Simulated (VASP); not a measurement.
# HfO2: single point with r2SCAN

Crystal: HfO2.

```
Hf O
1.0
     4.83828    0.00000    0.00000
     0.00000    4.83828    0.00000
     0.00000    0.00000    3.09121
Hf O
2 4
Direct
  0.00000 0.00000 0.00000
  0.50000 0.50000 0.50000
  0.30239 0.30239 0.00000
  0.19761 0.80239 0.50000
  0.80239 0.19761 0.50000
  0.69761 0.69761 0.00000
```

This cell differs from its parent crystal: uniaxial z strain -4.0%.

* Program: VASP 6.6.1
* Task: single point
* Functional: r2SCAN
* Potentials or basis: VASP PAW PBE potentials, release 64 (Hf_pv, O)
* Cutoff: 520 eV
* k mesh: 6 × 6 × 8
* Occupations: gaussian, width 0.01 eV
* Spin: no spin polarisation
* Dipole correction: no
* Further INCAR settings: ALGO = Normal; EDIFF = 1e-06; NBANDS = 31

```yaml
Pressure: 8.4 GPa
Largest_force: 0.070 eV/Å
Band_gap_on_the_k_mesh: 4.43 eV
```

Forces on the atoms (eV/Å):
```
Hf   0.000  0.000  0.000
Hf   0.000  0.000  0.000
O    0.050  0.050  0.000
O   -0.050  0.050  0.000
O    0.050 -0.050  0.000
O   -0.050 -0.050  0.000
```

Stress tensor (GPa, compression positive):
```
 3.70  0.00  0.00
 0.00  3.70  0.00
 0.00  0.00 17.86
```

Levels at points of the mesh, in eV from the valence-band top:
```tsv
k point	band 20	band 21	band 22	band 23	band 24	band 25
(0.00, 0.00, 0.00)	-0.59	-0.59	0.00	4.43	4.77	5.95
(0.50, 0.00, 0.00)	-1.36	-0.69	-0.69	5.21	5.21	7.14
(0.50, 0.50, 0.00)	-1.07	-0.98	-0.98	4.64	4.64	6.55
(0.00, 0.00, 0.50)	-2.14	-1.02	-1.02	6.31	6.31	6.64
(0.50, 0.00, 0.50)	-1.76	-1.00	-1.00	4.79	4.79	7.37
(0.50, 0.50, 0.50)	-1.18	-0.53	-0.53	5.84	5.84	6.37
```

It took 2.3 min on 1 thread of Intel(R) Xeon(R) 6975P-C (Granite Rapids) (shared host), peak memory 0.24 GiB.

Caveat: the cell differs from its parent crystal (uniaxial z strain -4.0%); the stress differs along the axes, from 4 to 18 GPa; the structure was generated, so it needn't be the stable form of HfO2; the PAW data sets were made with another functional, which shifts forces and pressure a little; spin-orbit coupling is left out, which moves the levels of the heavy elements. A k mesh can miss the band edges.
